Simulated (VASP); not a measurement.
Crystal: CsI.

```
CELL_PARAMETERS angstrom
4.60814 0.00000 0.00000
0.00000 4.60814 0.00000
0.00000 0.00000 4.60814
ATOMIC_POSITIONS crystal
Cs 0.00000 0.00000 0.00000
I 0.50000 0.50000 0.50000
```

Base run:

```yaml
Program: VASP 6.6.1
Functional: PBE
Potentials_or_basis: VASP PAW PBE potentials, release 64 (Cs_sv, I)
Cutoff: 500 eV
k_mesh: 4 × 4 × 4
Occupations: gaussian, width 0.01 eV
Spin: no spin polarisation
```

Its results: band gap on the k mesh 3.79 eV (least direct gap 3.88 eV); pressure 0.5 GPa.

Problem. The run is repeated on the same cell with these changes: functional from PBE to HSE06; cutoff from 500 eV to 400 eV. What comes out?

Solution. Band gap on the k mesh 4.78 eV (least direct gap 4.88 eV); pressure 0.2 GPa.

Caveats: spin-orbit coupling is left out, which moves the levels of the heavy elements; the PAW data sets were made with another functional, which shifts forces and pressure a little (at least some runs).

A k mesh can miss the band edges.
